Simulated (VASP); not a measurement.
# Hg (P6/mmm) in VASP: notebook

Runs on Hg. Level: PBEsol. Tasks: single point, relaxation of cell and atoms.

Everything below comes from runs of VASP 6.6.1. Logs are shortened: lines on timing, memory, paths and dates and some standing lists are left out, and cuts for length are marked.

**1. The cell of the first run**

It takes space group P6/mmm (No. 191, hexagonal). Conventional cell: a = 4.167 Å, b = 4.167 Å, c = 2.438 Å, α = 90.00°, β = 90.00°, γ = 120.00°. Within 3.2 Å of Hg (site symmetry 6/mmm) lie 14 Hg at 2.44 to 2.70 Å. Within 3.2 Å of Hg (site symmetry -6m2) lie 11 Hg at 2.41 to 2.70 Å.

**2. Single point, PBEsol**

Input file INCAR:

```
  ALGO = Normal
  EDIFF = 1E-7
  ENCUT = 520
  GGA = PS
  ISIF = 2
  ISMEAR = -1
  LASPH = T
  LCHARG = F
  LREAL = F
  LWAVE = F
  NBANDS = 25
  NELM = 100
  PREC = Accurate
  SIGMA = 0.05
```

Input file KPOINTS:

```
k-points
0
Gamma
  9 9 12
```

Input file POSCAR:

```
Hg
1.0
    4.1674791143      0.0000000000      0.0000000000
   -2.0837395572      3.6091427827      0.0000000000
    0.0000000000      0.0000000000      2.4384851753
Hg
3
Direct
    0.0000000000      0.0000000000      0.0000000000
    0.3333333333      0.6666666667      0.5000000000
    0.6666666667      0.3333333333      0.5000000000
```

Potentials or basis: VASP PAW PBE potentials, release 64 (Hg).

Run with:

```
cat potpaw_PBE.64/Hg/POTCAR > POTCAR
mpirun -np 1 vasp_std > vasp.out
```

OUTCAR:

```text
EDIFF = 1E-7
   ENCUT = 520
   GGA = PS
   ISIF = 2
   ISMEAR = -1
   LASPH = T
   LREAL = F
   NELM = 100
   PREC = Accurate

 ion  position               nearest neighbor table
   1  0.000  0.000  0.000-   2 2.70   3 2.70   2 2.70   3 2.70   3 2.70   3 2.70   2 2.70   2 2.70
                             3 2.70   3 2.70   2 2.70   2 2.70
   2  0.333  0.667  0.500-   3 2.41   3 2.41   3 2.41   1 2.70   1 2.70   1 2.70   1 2.70   1 2.70
                             1 2.70   3 3.43   3 3.43   3 3.43   3 3.43   3 3.43   3 3.43
   3  0.667  0.333  0.500-   2 2.41   2 2.41   2 2.41   1 2.70   1 2.70   1 2.70   1 2.70   1 2.70
                             1 2.70   2 3.43   2 3.43   2 3.43   2 3.43   2 3.43   2 3.43

  LATTYP: Found a hexagonal cell.
 ALAT       =     4.1674791143
 C/A-ratio  =     0.5851223506

  Lattice vectors:

 A1 = (   4.1674791143,   0.0000000000,   0.0000000000)
 A2 = (  -2.0837395572,   3.6091427827,   0.0000000000)
 A3 = (   0.0000000000,   0.0000000000,   2.4384851753)

Analysis of symmetry for initial positions (statically):
=====================================================================
 Subroutine PRICEL returns:
 Original cell was already a primitive cell.

 Routine SETGRP: Setting up the symmetry group for a
 hexagonal supercell.

 Subroutine GETGRP returns: Found 24 space group operations
 (whereof 24 operations were pure point group operations)
 out of a pool of 24 trial point group operations.

The static configuration has the point symmetry D_6h.

Analysis of symmetry for dynamics (positions and initial velocities):
=====================================================================
 Subroutine PRICEL returns:
 Original cell was already a primitive cell.

 Routine SETGRP: Setting up the symmetry group for a
 hexagonal supercell.

 Subroutine GETGRP returns: Found 24 space group operations
 (whereof 24 operations were pure point group operations)
 out of a pool of 24 trial point group operations.

The dynamic configuration has the point symmetry D_6h.

 Subroutine INISYM returns: Found 24 space group operations
 (whereof 24 operations are pure point group operations),
 and found     1 'primitive' translations

----------------------------------------------------------------------------------------

                                     Primitive cell

  volume of cell :      36.6773

  direct lattice vectors                    reciprocal lattice vectors
     4.167479114  0.000000000  0.000000000     0.239953212  0.138537052  0.000000000
    -2.083739557  3.609142783  0.000000000     0.000000000  0.277074103  0.000000000
     0.000000000  0.000000000  2.438485175     0.000000000  0.000000000  0.410090662

  length of vectors
     4.167479114  4.167479114  2.438485175     0.277074103  0.277074103  0.410090662

  position of ions in fractional coordinates (direct lattice)
     0.000000000  0.000000000  0.000000000
     0.333333333  0.666666667  0.500000000
     0.666666667  0.333333333  0.500000000

  ion indices of the primitive-cell ions
   primitive index   ion index
                 1           1
                 2           2
                 3           3

----------------------------------------------------------------------------------------

 KPOINTS: k-points

Automatic generation of k-mesh.
 Grid dimensions read from file:
 generate k-points for:    9    9   12

 Generating k-lattice:

  Cartesian coordinates                     Fractional coordinates (reciprocal lattice)
     0.026661468  0.015393006  0.000000000     0.111111111  0.000000000  0.000000000
     0.000000000  0.030786011  0.000000000     0.000000000  0.111111111  0.000000000
     0.000000000  0.000000000  0.034174222     0.000000000  0.000000000  0.083333333

  Length of vectors
     0.030786011  0.030786011  0.034174222

  Shift w.r.t. Gamma in fractional coordinates (k-lattice)
     0.000000000  0.000000000  0.000000000

 Subroutine IBZKPT returns following result:
 ===========================================

 Found     84 irreducible k-points:

 Following reciprocal coordinates:
            Coordinates               Weight
  0.000000  0.000000  0.000000      1.000000
  0.111111 -0.000000  0.000000      6.000000
  0.222222 -0.000000  0.000000      6.000000
  0.333333  0.000000  0.000000      6.000000
  0.444444 -0.000000  0.000000      6.000000
  0.111111  0.111111  0.000000      6.000000
[... 16 lines left out ...]
  0.333333  0.222222  0.083333     24.000000
  0.333333  0.333333  0.083333      4.000000
 [... further k-points ...]
   k-points           NKPTS =     84   k-points in BZ     NKDIM =     84   number of bands    NBANDS=     25
   number of dos      NEDOS =    301   number of ions     NIONS =      3
   total plane-waves  NPLWV =  18432
   dimension x,y,z NGX =    32 NGY =   32 NGZ =   18
   dimension x,y,z NGXF=    64 NGYF=   64 NGZF=   36
   ions per type =               3
   NGX,Y,Z   is equivalent  to a cutoff of  12.77, 12.77, 12.27 a.u.
   NGXF,Y,Z  is equivalent  to a cutoff of  25.53, 25.53, 24.54 a.u.
 SYSTEM =  unknown system
   PREC   = accura    normal or accurate (medium, high low for compatibility)
   ISTART =      0    job   : 0-new  1-cont  2-samecut
   ICHARG =      2    charge: 1-file 2-atom 10-const
   ISPIN  =      1    spin polarized calculation?
   LNONCOLLINEAR =      F non collinear calculations
   LSORBIT =      F    spin-orbit coupling
   LASPH  =      T    aspherical Exc in radial PAW
   ENCUT  =  520.0 eV  38.22 Ry    6.18 a.u.   7.75  7.75  4.53*2*pi/ulx,y,z
   NELM   =    100;   NELMIN=  2; NELMDL= -5     # of ELM steps
   EDIFF  = 0.1E-06   stopping-criterion for ELM
   LREAL  =      F    real-space projection
   EDIFFG = 0.1E-05   stopping-criterion for IOM
   NSW    =      0    number of steps for IOM
   IBRION =     -1    ionic relax: 0-MD 1-quasi-New 2-CG
   NFREE  =      0    steps in history (QN), initial steepest desc. (CG)
   ISIF   =      2    stress and relaxation
   ISYM   =      2    0-nonsym 1-usesym 2-fastsym
   POTIM  = 0.5000    time-step for ionic-motion
   TEBEG  =    0.0;   TEEND  =   0.0 temperature during run
   PSTRESS=    0.0 pullay stress
   NELECT =      36.0000    total number of electrons
   NUPDOWN=      -1.0000    fix difference up-down
   EMIN   =  10.00;   EMAX   =-10.00  energy-range for DOS
   EFERMI =   0.00;   METHOD = LEGACY
   ISMEAR =    -1;   SIGMA  =   0.05  broadening in eV -4-tet -1-fermi 0-gaus
   EFERMI_NEDOS =   21; number of points for ismear=-14 and -15
   IALGO  =     38    algorithm
   IMIX   =      4    mixing-type and parameters
     AMIX     =   0.40;   BMIX     =  1.00
     AMIX_MAG =   1.60;   BMIX_MAG =  1.00
  volume/ion in A,a.u.               =      12.23        82.50
  Fermi-wavevector in a.u.,A,eV,Ry     =   1.626958  3.074506 36.014537  2.646994
  Thomas-Fermi vector in A             =   2.719832
   LORBIT       =      0    0 simple, 1 ext, 2 COOP (PROOUT), +10 PAW based schemes
   GGA     = PS    functional components
   LHFCALC =     F    Hartree Fock is set to
   AEXX    =    0.0000 exact exchange contribution
   IVDW    =     0    specifies the selected vdW correction
   LEPSILON=     F    determine dielectric tensor
   LRPA    =     F    only Hartree local field effects (RPA)
 non-spin polarized calculation
  energy-cutoff  :      520.00
  volume of cell :       36.68
 maximum number of plane-waves:      1006
 NGX is ok and might be reduce to    32
   NGX = 15   NGY = 15   NGZ =  9

 number of electron      36.0000000 magnetization

 Free energy of the ion-electron system (eV)
  ---------------------------------------------------
  ext. energy  EPLUGINS =         0.00000000
  ---------------------------------------------------
  free energy    TOTEN  =        10.74948425 eV

  energy without entropy =       10.75437711  energy(sigma->0) =       10.75193068

 E-fermi :  12.1326     XC(G=0): -14.9398

 val. band max:       12.0581052493   @ k =   0.1111  -0.0000   0.2500
 cond. band min:      12.1372993796   @ k =   0.2222  -0.0000   0.2500
 fundamental gap:      0.0791941303
 Fermi energy:        12.1326042328

 k-point     1 :       0.0000    0.0000    0.0000
  band No.  band energies     occupation
      1      -6.2016      2.00000
      2      -3.6424      2.00000
      3      -1.7461      2.00000
      4      -1.2170      2.00000
      5      -0.6901      2.00000
      6      -0.6901      2.00000
[... 17 lines left out ...]
     24      25.9788      0.00000
     25      27.9863      0.00000

 k-point     2 :       0.1111   -0.0000    0.0000
  band No.  band energies     occupation
      1      -6.0048      2.00000
      2      -3.5859      2.00000
      3      -1.9009      2.00000
      4      -1.5539      2.00000
      5      -1.1864      2.00000
      6      -1.0949      2.00000
[... 17 lines left out ...]
     24      25.9761      0.00000
     25      27.3949      0.00000

 k-point     3 :       0.2222   -0.0000    0.0000
  band No.  band energies     occupation
      1      -5.4443      2.00000
      2      -3.4574      2.00000
      3      -2.4973      2.00000
      4      -1.9660      2.00000
      5      -1.5134      2.00000
      6      -1.2644      2.00000
[... 17 lines left out ...]
     24      25.4265      0.00000
     25      26.6967      0.00000

 k-point     4 :       0.3333    0.0000    0.0000
  band No.  band energies     occupation
      1      -4.6280      2.00000
      2      -3.5137      2.00000
      3      -2.8576      2.00000
      4      -2.2351      2.00000
      5      -1.6454      2.00000
      6      -1.5029      2.00000
[... 17 lines left out ...]
     24      25.1069      0.00000
     25      25.5115      0.00000
[... 477 lines left out ...]
 k-point    22 :       0.2222    0.2222    0.0833
  band No.  band energies     occupation
      1      -4.0923      2.00000
      2      -3.2947      2.00000
      3      -2.8151      2.00000
      4      -2.3832      2.00000
      5      -1.6792      2.00000
      6      -1.2029      2.00000
[... 17 lines left out ...]
     24      24.0738      0.00000
     25      25.8351      0.00000

 k-point    23 :       0.3333    0.2222    0.0833
  band No.  band energies     occupation
      1      -3.8343      2.00000
      2      -3.2398      2.00000
      3      -3.0208      2.00000
      4      -2.0799      2.00000
      5      -1.8284      2.00000
      6      -1.3948      2.00000
[... 17 lines left out ...]
     24      25.2241      0.00000
     25      25.3661      0.00000

 k-point    24 :       0.3333    0.3333    0.0833
  band No.  band energies     occupation
      1      -3.8893      2.00000
      2      -3.1242      2.00000
      3      -3.1242      2.00000
      4      -1.9045      2.00000
      5      -1.9045      2.00000
      6      -1.4888      2.00000
[... 17 lines left out ...]
     24      25.0564      0.00000
     25      26.0682      0.00000

 [... further k-points ...]

------------------------ aborting loop because EDIFF is reached ----------------------------------------

  FORCE on cell =-STRESS in cart. coord.  units (eV):
  Direction    XX          YY          ZZ          XY          YZ          ZX
  --------------------------------------------------------------------------------------
  -------------------------------------------------------------------------------------
  Total       55.6073641     55.6073641     55.9396906     -0.0000000      0.0000000     -0.0000000
  in kB     2429.0993398   2429.0993398   2443.6163782     -0.0000000      0.0000000     -0.0000000
  external PRESSURE =    2433.9383526 kB  Pullay stress =       0.0000000 kB

 VOLUME and BASIS-vectors are now :
 -----------------------------------------------------------------------------
  energy-cutoff  :      520.00
  volume of cell :       36.68
      direct lattice vectors                 reciprocal lattice vectors
     4.167479114  0.000000000  0.000000000     0.239953212  0.138537052  0.000000000
    -2.083739557  3.609142783  0.000000000     0.000000000  0.277074103  0.000000000
     0.000000000  0.000000000  2.438485175     0.000000000  0.000000000  0.410090662

 POSITION                                       TOTAL-FORCE (eV/Angst)
 -----------------------------------------------------------------------------------
      0.00000      0.00000      0.00000        -0.000000      0.000000      0.000000
     -0.00000      2.40610      1.21924         0.000000      0.000000      0.000000
      2.08374      1.20305      1.21924        -0.000000      0.000000     -0.000000
 -----------------------------------------------------------------------------------
    total drift:                               -0.000000      0.000000      0.000000

  FREE ENERGIE OF THE ION-ELECTRON SYSTEM (eV)
  ---------------------------------------------------
  free  energy   TOTEN  =        10.7494842461 eV

  energy  without entropy=       10.7543771116  energy(sigma->0) =       10.75193068
```

Wall time 22 s (1 thread of Intel Xeon 6975P-C (Granite Rapids), shared host); peak memory 0.18 GiB.

What came out:

```
Free energy            : 10.7495 eV
Pressure               : 243.4 GPa
Band gap on the k mesh : zero (band 18 reaches 15.07 eV, above the bottom of band 19 at 11.65 eV)
```

Levels at points of the mesh, in eV from the Fermi level:
| k point | band 14 | band 15 | band 16 | band 17 | band 18 | band 19 | band 20 | band 21 | band 22 | band 23 |
| --- | --- | --- | --- | --- | --- | --- | --- | --- | --- | --- |
| (0.00, 0.00, 0.00) | -10.36 | -7.95 | -7.95 | -0.77 | 0.15 | 1.33 | 1.33 | 1.33 | 1.33 | 9.92 |
| (0.00, 0.00, 0.50) | -8.57 | -6.80 | -4.88 | -3.99 | 2.94 | 3.84 | 3.84 | 3.94 | 5.64 | 5.64 |

Caveat: the PAW data sets were made with another functional, which shifts forces and pressure a little; spin-orbit coupling is left out, which moves the levels of the heavy elements.

(Continued in part 2 of 3.)
